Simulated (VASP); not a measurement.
Write the native input for VASP 6.6.1 that does the following.

* Task: single point
* Functional: PBE
* Potentials or basis: VASP PAW PBE potentials, release 64 (Al, Au)
* Cutoff: 520 eV
* k mesh: 4 × 4 × 4
* Occupations: gaussian, width 0.1 eV
* Spin: no spin polarisation
* Dipole correction: no
* Further INCAR settings: ALGO = Normal; EDIFF = 1e-06; NBANDS = 26

The structure of Al2Au lies in POSCAR:

```
Al2Au
1.0
    0.0000000000      5.5453200427      5.5453200427
    5.5453200427      0.0000000000      5.5453200427
    5.5453200427      5.5453200427      0.0000000000
Al Au
4 2
Direct
    0.6250000000      0.6250000000      0.6250000000
    0.1250000000      0.6250000000      0.6250000000
    0.6250000000      0.6250000000      0.1250000000
    0.6250000000      0.1250000000      0.6250000000
    0.5000000000      0.5000000000      0.5000000000
    0.7500000000      0.7500000000      0.7500000000
```

The input as run:

INCAR

```
SYSTEM = Al2Au
ALGO     = Normal         ! electronic algorithm
EDIFF    = 1E-6           ! SCF threshold, eV
ENCUT    = 520            ! plane-wave cutoff, eV
GGA      = PE             ! functional
ISIF     = 2              ! what is computed and relaxed
ISMEAR   = 0              ! smearing method
LASPH    = .True.         ! aspherical terms in the spheres
LCHARG   = .False.        ! write CHGCAR
LREAL    = .False.        ! projectors in reciprocal space
LWAVE    = .False.        ! write WAVECAR
NBANDS   = 26             ! bands
NELM     = 80             ! most SCF steps
PREC     = Accurate       ! precision mode
SIGMA    = 0.1            ! smearing width, eV
```

KPOINTS

```
k-points
0
Gamma
  4 4 4
  0 0 0
```

Potentials or basis: VASP PAW PBE potentials, release 64 (Al, Au).

Launch:

```bash
$ cat potpaw_PBE.64/Al/POTCAR potpaw_PBE.64/Au/POTCAR > POTCAR
$ mpirun -np 1 vasp_std > vasp.out
```

Results of the run:

```json
{
 "Pressure": "0.0 GPa",
 "Band gap on the k mesh": "zero (bands 17 and 18 overlap by 1.18 eV)"
}
```

Caveat: spin-orbit coupling is left out, which moves the levels of the heavy elements.

Run time: 2.9 min on 1 thread of AMD EPYC 7R13, with other jobs on the host, peak memory 0.47 GiB.
